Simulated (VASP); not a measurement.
Wanted: the native input for a VASP 6.6.1 run.

```
Task                               : single point
Functional                         : PBE-based screened hybrid
Potentials or basis                : VASP PAW PBE potentials, release 64 (Mo_sv, S)
Cutoff                             : 520 eV
k mesh                             : 5 × 5 × 2
Occupations                        : fermi-dirac, width 0.05 eV
Spin                               : no spin polarisation
Dipole correction                  : no
Grid for exact exchange (PRECFOCK) : Normal
Share of exact exchange            : 0.4
Further INCAR settings             : ALGO = Normal; EDIFF = 1e-07; NBANDS = 20
Screening parameter                : 0.2 1/Å
```

The system is MoS2.

```
Mo S
1.0
     3.22746    0.00000    0.00000
    -1.61373    2.79507    0.00000
     0.00000    0.00000    6.31247
Mo S
1 2
Direct
  0.00000 0.00000 0.50000
  0.66667 0.33333 0.74468
  0.33333 0.66667 0.25532
```

These files were run (other wordings do the same):

POSCAR

```
MoS2
1.0
    3.2274645616      0.0000000000      0.0000000000
   -1.6137322808      2.7950663001      0.0000000000
    0.0000000000      0.0000000000      6.3124734200
Mo S
1 2
Direct
    0.0000000000      0.0000000000      0.5000000000
    0.6666666667      0.3333333333      0.7446806800
    0.3333333333      0.6666666667      0.2553193200
```

INCAR.step1

```
PREC = Accurate
ENCUT = 520
EDIFF = 1E-5
ISMEAR = -1
SIGMA = 0.05
LREAL = False
LASPH = True
NELM = 80
ALGO = Normal
ISIF = 2
LWAVE = True
LCHARG = False
GGA = PE
NBANDS = 20
```

INCAR.step2

```
PREC = Accurate
ENCUT = 520
EDIFF = 1E-7
ISMEAR = -1
SIGMA = 0.05
LREAL = False
LASPH = True
NELM = 80
ALGO = Normal
ISIF = 2
LWAVE = False
LCHARG = False
GGA = PE
LHFCALC = True
AEXX = 0.4
HFSCREEN = 0.2
PRECFOCK = Normal
ISTART = 1
NBANDS = 20
```

KPOINTS

```
Automatic mesh
0
Gamma
  5 5 2
```

Potentials or basis: VASP PAW PBE potentials, release 64 (Mo_sv, S).

Command:

```console
$ cat potpaw_PBE.64/Mo_sv/POTCAR potpaw_PBE.64/S/POTCAR > POTCAR
$ cp INCAR.step1 INCAR
$ mpirun -np 1 vasp_std > vasp.out
$ cp INCAR.step2 INCAR
$ mpirun -np 1 vasp_std > vasp.out
```

Results of the run:

```yaml
Pressure: -5.9 GPa
Largest_force: 0.638 eV/Å
Band_gap_on_the_k_mesh: zero (band 13 reaches 6.49 eV, above the bottom of band 14 at 6.01 eV)
```

Caveat: the k points lie up to 0.50 Å⁻¹ apart; the PAW data sets were made with another functional, which shifts forces and pressure a little.

Run time: 23 min on 1 thread of Oxide Virtual Turin-like Processor (shared host), peak memory 0.26 GiB.
